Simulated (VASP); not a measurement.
# BaTiO3 (P4mm) in VASP: notebook

BaTiO3 is run at these levels: PBE; tasks: relaxation of the atoms.

Program: VASP 6.6.1. These are calculated values, not measurements. Logs are shortened: lines on timing, memory, paths and dates and some standing lists are left out, and cuts for length are marked.

**1. The cell of the first run**

Symmetry: P4mm, No. 99, tetragonal system. The conventional cell has a = 4.000 Å, b = 4.000 Å, c = 4.018 Å, α = 90.00°, β = 90.00°, γ = 90.00°. Ba (site symmetry 4mm) has 12 O at 2.79 to 2.88 Å and 8 Ti at 3.45 to 3.49 Å within 3.7 Å. Ti (site symmetry 4mm) has 6 O at 1.89 to 2.13 Å within 2.5 Å. O (site symmetry 4mm) has 2 Ti at 1.89 to 2.13 Å within 2.5 Å. Within 2.9 Å of O (site symmetry 2mm) lie 2 Ti at 2.00 Å and 4 Ba at 2.79 to 2.88 Å and 8 O at 2.83 to 2.84 Å.

**2. Relaxation of the atoms, PBE**

INCAR

```
SYSTEM = BaTiO3
PREC = Accurate
ENCUT = 520
EDIFF = 1E-6
ISMEAR = 0
SIGMA = 0.02
LREAL = .False.
LASPH = .True.
NELM = 100
ALGO = Normal
ISIF = 2
LWAVE = .False.
LCHARG = .False.
GGA = PE
IBRION = 2
NSW = 60
EDIFFG = -0.01
KPAR = 2
```

KPOINTS

```
regular mesh
0
Gamma
  8 8 8
  0 0 0
```

POSCAR

```
BaTiO3
1.0
    3.9998000000      0.0000000000      0.0000000000
    0.0000000000      3.9998000000      0.0000000000
    0.0000000000      0.0000000000      4.0180000000
Ba Ti O
1 1 3
Direct
    0.0000000000      0.0000000000      0.0000000000
    0.5000000000      0.5000000000      0.4900000000
    0.5000000000      0.5000000000      0.0190000000
    0.5000000000      0.0000000000      0.5170000000
    0.0000000000      0.5000000000      0.5170000000
```

Potentials or basis: VASP PAW PBE potentials, release 64 (Ba_sv, Ti_sv, O).

Command:

```sh
> cat potpaw_PBE.64/Ba_sv/POTCAR potpaw_PBE.64/Ti_sv/POTCAR potpaw_PBE.64/O/POTCAR > POTCAR
> mpirun -np 2 vasp_std > vasp.out
```

OUTCAR:

```text
SYSTEM = BaTiO3
   PREC = Accurate
   ENCUT = 520
   EDIFF = 1E-6
   ISMEAR = 0
   LREAL = .False.
   LASPH = .True.
   NELM = 100
   ISIF = 2
   GGA = PE
   IBRION = 2
   NSW = 60
   EDIFFG = -0.01

 ion  position               nearest neighbor table
   1  0.000  0.000  0.000-   4 2.79   5 2.79   5 2.79   4 2.79   3 2.83   3 2.83   3 2.83   3 2.83
                             4 2.88   5 2.88   5 2.88   4 2.88   2 3.45   2 3.45   2 3.45   2 3.45
   2  0.500  0.500  0.490-   3 1.89   4 2.00   5 2.00   4 2.00   5 2.00   3 2.13   1 3.45   1 3.45
                             1 3.45   1 3.45   1 3.49   1 3.49   1 3.49   1 3.49
   3  0.500  0.500  0.019-   2 1.89   2 2.13   1 2.83   1 2.83   1 2.83   1 2.83
   4  0.500  0.000  0.517-   2 2.00   2 2.00   1 2.79   1 2.79   1 2.88   1 2.88
   5  0.000  0.500  0.517-   2 2.00   2 2.00   1 2.79   1 2.79   1 2.88   1 2.88

  LATTYP: Found a simple tetragonal cell.
 ALAT       =     3.9998000000
 C/A-ratio  =     1.0045502275

  Lattice vectors:

 A1 = (   3.9998000000,   0.0000000000,   0.0000000000)
 A2 = (   0.0000000000,   3.9998000000,   0.0000000000)
 A3 = (   0.0000000000,   0.0000000000,   4.0180000000)

Analysis of symmetry for initial positions (statically):
=====================================================================
 Subroutine PRICEL returns:
 Original cell was already a primitive cell.

 Routine SETGRP: Setting up the symmetry group for a
 simple tetragonal supercell.

 Subroutine GETGRP returns: Found  8 space group operations
 (whereof  8 operations were pure point group operations)
 out of a pool of 16 trial point group operations.

The static configuration has the point symmetry C_4v.

Analysis of symmetry for dynamics (positions and initial velocities):
=====================================================================
 Subroutine PRICEL returns:
 Original cell was already a primitive cell.

 Routine SETGRP: Setting up the symmetry group for a
 simple tetragonal supercell.

 Subroutine GETGRP returns: Found  8 space group operations
 (whereof  8 operations were pure point group operations)
 out of a pool of 16 trial point group operations.

The dynamic configuration has the point symmetry C_4v.

 Subroutine INISYM returns: Found  8 space group operations
 (whereof  8 operations are pure point group operations),
 and found     1 'primitive' translations

----------------------------------------------------------------------------------------

                                     Primitive cell

  volume of cell :      64.2816

  direct lattice vectors                    reciprocal lattice vectors
     3.999800000  0.000000000  0.000000000     0.250012501  0.000000000  0.000000000
     0.000000000  3.999800000  0.000000000     0.000000000  0.250012501  0.000000000
     0.000000000  0.000000000  4.018000000     0.000000000  0.000000000  0.248880040

  length of vectors
     3.999800000  3.999800000  4.018000000     0.250012501  0.250012501  0.248880040

  position of ions in fractional coordinates (direct lattice)
     0.000000000  0.000000000  0.000000000
     0.500000000  0.500000000  0.490000000
     0.500000000  0.500000000  0.019000000
     0.500000000  0.000000000  0.517000000
     0.000000000  0.500000000  0.517000000

  ion indices of the primitive-cell ions
   primitive index   ion index
                 1           1
                 2           2
                 3           3
                 4           4
                 5           5

----------------------------------------------------------------------------------------

 KPOINTS: regular mesh

Automatic generation of k-mesh.
 Grid dimensions read from file:
 generate k-points for:    8    8    8

 Generating k-lattice:

  Cartesian coordinates                     Fractional coordinates (reciprocal lattice)
     0.031251563  0.000000000  0.000000000     0.125000000  0.000000000  0.000000000
     0.000000000  0.031251563  0.000000000     0.000000000  0.125000000  0.000000000
     0.000000000  0.000000000  0.031110005     0.000000000  0.000000000  0.125000000

  Length of vectors
     0.031251563  0.031251563  0.031110005

  Shift w.r.t. Gamma in fractional coordinates (k-lattice)
     0.000000000  0.000000000  0.000000000

 Subroutine IBZKPT returns following result:
 ===========================================

 Found     75 irreducible k-points:

 Following reciprocal coordinates:
            Coordinates               Weight
  0.000000  0.000000  0.000000      1.000000
  0.125000  0.000000  0.000000      4.000000
  0.250000  0.000000  0.000000      4.000000
  0.375000  0.000000  0.000000      4.000000
  0.500000  0.000000  0.000000      2.000000
  0.125000  0.125000  0.000000      4.000000
[... 16 lines left out ...]
  0.375000  0.125000  0.125000     16.000000
  0.500000  0.125000  0.125000      8.000000
 [... further k-points ...]
   k-points           NKPTS =     75   k-points in BZ     NKDIM =     75   number of bands    NBANDS=     24
   number of dos      NEDOS =    301   number of ions     NIONS =      5
   total plane-waves  NPLWV =  27000
   dimension x,y,z NGX =    30 NGY =   30 NGZ =   30
   dimension x,y,z NGXF=    60 NGYF=   60 NGZF=   60
   ions per type =               1   1   3
   NGX,Y,Z   is equivalent  to a cutoff of  12.47, 12.47, 12.41 a.u.
   NGXF,Y,Z  is equivalent  to a cutoff of  24.94, 24.94, 24.83 a.u.
 SYSTEM =  BaTiO3
   PREC   = accura    normal or accurate (medium, high low for compatibility)
   ISTART =      0    job   : 0-new  1-cont  2-samecut
   ICHARG =      2    charge: 1-file 2-atom 10-const
   ISPIN  =      1    spin polarized calculation?
   LNONCOLLINEAR =      F non collinear calculations
   LSORBIT =      F    spin-orbit coupling
   LASPH  =      T    aspherical Exc in radial PAW
   ENCUT  =  520.0 eV  38.22 Ry    6.18 a.u.   7.44  7.44  7.47*2*pi/ulx,y,z
   NELM   =    100;   NELMIN=  2; NELMDL= -5     # of ELM steps
   EDIFF  = 0.1E-05   stopping-criterion for ELM
   LREAL  =      F    real-space projection
   EDIFFG = -.1E-01   stopping-criterion for IOM
   NSW    =     60    number of steps for IOM
   IBRION =      2    ionic relax: 0-MD 1-quasi-New 2-CG
   NFREE  =      1    steps in history (QN), initial steepest desc. (CG)
   ISIF   =      2    stress and relaxation
   ISYM   =      2    0-nonsym 1-usesym 2-fastsym
   POTIM  = 0.5000    time-step for ionic-motion
   TEBEG  =    0.0;   TEEND  =   0.0 temperature during run
   PSTRESS=    0.0 pullay stress
   NELECT =      40.0000    total number of electrons
   NUPDOWN=      -1.0000    fix difference up-down
   EMIN   =  10.00;   EMAX   =-10.00  energy-range for DOS
   EFERMI =   0.00;   METHOD = LEGACY
   ISMEAR =     0;   SIGMA  =   0.02  broadening in eV -4-tet -1-fermi 0-gaus
   EFERMI_NEDOS =   21; number of points for ismear=-14 and -15
   IALGO  =     38    algorithm
   IMIX   =      4    mixing-type and parameters
     AMIX     =   0.40;   BMIX     =  1.00
     AMIX_MAG =   1.60;   BMIX_MAG =  1.00
  volume/ion in A,a.u.               =      12.86        86.76
  Fermi-wavevector in a.u.,A,eV,Ry     =   1.397653  2.641181 26.578078  1.953434
  Thomas-Fermi vector in A             =   2.520888
   LORBIT       =      0    0 simple, 1 ext, 2 COOP (PROOUT), +10 PAW based schemes
   GGA     = PE    functional components
   LHFCALC =     F    Hartree Fock is set to
   AEXX    =    0.0000 exact exchange contribution
   IVDW    =     0    specifies the selected vdW correction
   LEPSILON=     F    determine dielectric tensor
   LRPA    =     F    only Hartree local field effects (RPA)
 conjugate gradient relaxation of ions
 non-spin polarized calculation
 Gauss-broadening in eV      SIGMA  =   0.02
  energy-cutoff  :      520.00
  volume of cell :       64.28
 maximum number of plane-waves:      1763
 NGX is ok and might be reduce to    30
   NGX = 15   NGY = 15   NGZ = 15

--------------------------------------- Ionic step        1  -------------------------------------------

 number of electron      39.9999977 magnetization

 Free energy of the ion-electron system (eV)
  ---------------------------------------------------
  ext. energy  EPLUGINS =         0.00000000
  ---------------------------------------------------
  free energy    TOTEN  =       -39.98226547 eV

  energy without entropy =      -39.98226547  energy(sigma->0) =      -39.98226547

------------------------ aborting loop because EDIFF is reached ----------------------------------------

  FORCE on cell =-STRESS in cart. coord.  units (eV):
  Direction    XX          YY          ZZ          XY          YZ          ZX
  --------------------------------------------------------------------------------------
  -------------------------------------------------------------------------------------
  Total        1.5724667      1.5724667      1.9475600      0.0000000      0.0000000      0.0000000
  in kB       39.1927326     39.1927326     48.5416965      0.0000000      0.0000000      0.0000000
  external PRESSURE =      42.3090539 kB  Pullay stress =       0.0000000 kB
[... 180 lines left out ...]
  energy  without entropy=      -39.9869607598  energy(sigma->0) =      -39.98696076

--------------------------------------- Ionic step        6  -------------------------------------------

 number of electron      39.9999980 magnetization

 Free energy of the ion-electron system (eV)
  ---------------------------------------------------
  ext. energy  EPLUGINS =         0.00000000
  ---------------------------------------------------
  free energy    TOTEN  =       -39.98697563 eV

  energy without entropy =      -39.98697563  energy(sigma->0) =      -39.98697563

 E-fermi :   4.1300     XC(G=0): -11.2392

 val. band max:        3.8698046576   @ k =   0.5000   0.5000   0.5000
 cond. band min:       5.6529684532   @ k =   0.0000   0.0000   0.0000
 fundamental gap:      1.7831637956
 Fermi energy:         4.1299906097

 k-point     1 :       0.0000    0.0000    0.0000
  band No.  band energies     occupation
      1     -52.7073      2.00000
      2     -28.9714      2.00000
      3     -28.9181      2.00000
      4     -28.9181      2.00000
      5     -21.0232      2.00000
      6     -13.0762      2.00000
[... 637 lines left out ...]
     23       7.4480      0.00000
     24       8.5556      0.00000

 [... further k-points ...]

------------------------ aborting loop because EDIFF is reached ----------------------------------------

  FORCE on cell =-STRESS in cart. coord.  units (eV):
  Direction    XX          YY          ZZ          XY          YZ          ZX
  --------------------------------------------------------------------------------------
  -------------------------------------------------------------------------------------
  Total        1.6269619      1.6269619      2.4445033      0.0000000      0.0000000      0.0000000
  in kB       40.5509910     40.5509910     60.9276920      0.0000000      0.0000000      0.0000000
  external PRESSURE =      47.3432246 kB  Pullay stress =       0.0000000 kB
[... 20 lines left out ...]
  FREE ENERGIE OF THE ION-ELECTRON SYSTEM (eV)
  ---------------------------------------------------
  free  energy   TOTEN  =       -39.9869756260 eV

  energy  without entropy=      -39.9869756260  energy(sigma->0) =      -39.98697563

 reached required accuracy - stopping structural energy minimisation
```

Wall time 2.6 min (2 MPI ranks of Intel Xeon Platinum 8259CL at 2.50GHz (Skylake/Cascade Lake), shared host); peak memory 0.25 GiB.

What came out:

| Property | Result |
| --- | --- |
| Free energy | -39.9870 eV |
| Energy gained by relaxing | 0.9 meV/atom |
| Ionic steps | 6 |
| Pressure after relaxing | 4.7 GPa |
| Largest force after relaxing | 0.005 eV/Å |
| Band gap on the k mesh | 1.78 eV (least direct gap 2.12 eV) |

Forces on the atoms (eV/Å):
```
Ba   0.000  0.000 -0.005
Ti   0.000  0.000  0.000
O    0.000  0.000  0.003
O    0.000  0.000  0.001
O    0.000  0.000  0.001
```

Stress tensor (GPa, compression positive):
```
4.06 0.00 0.00
0.00 4.06 0.00
0.00 0.00 6.09
```

Step by step:
```tsv
step	energy change (eV)	largest force (eV/Å)	pressure (GPa)
1	0.0000	0.2739	4.23
2	-0.0040	0.0979	4.51
3	-0.0046	0.0373	4.70
4	-0.0046	0.0387	4.69
5	-0.0047	0.0167	4.71
6	-0.0047	0.0053	4.73
```

Final structure:
```cif
data_structure
_symmetry_space_group_name_H-M 'P 1'
_symmetry_Int_Tables_number 1
_cell_length_a 3.9998
_cell_length_b 3.9998
_cell_length_c 4.0180
_cell_angle_alpha 90.000
_cell_angle_beta 90.000
_cell_angle_gamma 90.000
_cell_volume 64.28
loop_
_atom_site_label
_atom_site_type_symbol
_atom_site_fract_x
_atom_site_fract_y
_atom_site_fract_z
_atom_site_occupancy
Ba1 Ba 0.00000 0.00000 0.00167 1
Ti1 Ti 0.50000 0.50000 0.48704 1
O1 O 0.50000 0.50000 0.02394 1
O2 O 0.50000 0.00000 0.51517 1
O3 O 0.00000 0.50000 0.51517 1
```

Levels at points of the mesh, in eV from the valence-band top:
```
           k point  band 17  band 18  band 19  band 20  band 21  band 22  band 23  band 24
(0.00, 0.00, 0.00)    -1.14    -0.38    -0.33    -0.33     1.78     2.07     2.07     3.99
(0.50, 0.00, 0.00)    -1.83    -1.69    -1.02    -0.91     2.19     3.50     3.55     4.08
(0.50, 0.50, 0.00)    -1.80    -1.04    -1.04    -0.09     3.57     3.57     3.93     4.70
(0.00, 0.00, 0.50)    -1.96    -1.95    -0.71    -0.71     1.94     3.59     3.59     3.99
(0.50, 0.00, 0.50)    -1.74    -0.91    -0.89    -0.21     3.52     3.60     3.94     4.83
(0.50, 0.50, 0.50)    -2.43    -0.12    -0.12     0.00     4.17     4.19     4.19     6.48
```

Caveat: spin-orbit coupling is left out, which moves the levels of the heavy elements.

[end of part 1 of 2]
